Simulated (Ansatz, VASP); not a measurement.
B3Pd: VASP beside Ansatz

```
CELL_PARAMETERS angstrom
3.29652 0.00000 0.00000
0.00000 3.29652 0.00000
0.00000 0.00000 3.26208
ATOMIC_POSITIONS crystal
B 0.00000 0.50000 0.50000
B 0.50000 0.00000 0.50000
B 0.50000 0.50000 0.00000
Pd 0.00000 0.00000 0.00000
```

Change from the starting cell: species swapped into the Cu3Pd type (P4/mmm, No. 123).

Alike in both runs: functional PBE; k mesh 6 × 6 × 6; occupations gaussian, width 0.2 eV; no spin polarisation.

Ansatz relaxed the structure, and its values are those at the end. VASP's run is a single point on that final structure, the one shown.

|  | VASP | Ansatz |
| --- | --- | --- |
| version | VASP 6.6.1 | Ansatz 0.2.0 |
| potentials or method | VASP PAW PBE potentials, release 64 (B, Pd), cutoff 500 eV | scalar-relativistic, plane waves, PAW |
| valence electrons in the cell | 19 | 27 |

```csv
,VASP,Ansatz,Ansatz less VASP
gap on the k mesh at the Fermi level (eV),none,none,-
pressure (GPa),-0.2,-0.3,-0.03
```

A gap of «none» marks a metal or a gap that the smearing closes. VASP's potentials hold 19 valence electrons a cell and Ansatz's 27, so a difference there can come from the potentials and not from the codes.
